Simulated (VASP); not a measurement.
Te:

```
Te
1.0
     4.47126    0.00000    0.00000
    -2.23563    3.87222    0.00000
     0.00000    0.00000    5.94875
Te
3
Direct
  0.26419 0.00000 0.33333
  0.00000 0.26419 0.66667
  0.73581 0.73581 0.00000
```

Base run:

```yaml
Program: VASP 6.6.1
Functional: r2SCAN
Potentials_or_basis: VASP PAW PBE potentials, release 64 (Te)
Cutoff: 550 eV
k_mesh: 6 × 6 × 4
Occupations: gaussian, width 0.01 eV
Spin: no spin polarisation
```

Its results: band gap on the k mesh 0.33 eV, direct; pressure 0.9 GPa.

Task: The run is repeated on the same cell with these changes: functional from r2SCAN to PBE; cutoff from 550 eV to 500 eV. What comes out?

Result: Band gap on the k mesh 0.16 eV, direct; pressure 1.4 GPa.

r2SCAN gives the wider gap, since meta-GGAs in the generalised Kohn-Sham scheme recover part of the derivative discontinuity.

Caveats: spin-orbit coupling is left out, which moves the levels of the heavy elements; the PAW data sets were made with another functional, which shifts forces and pressure a little (some runs).

A k mesh can miss the band edges.
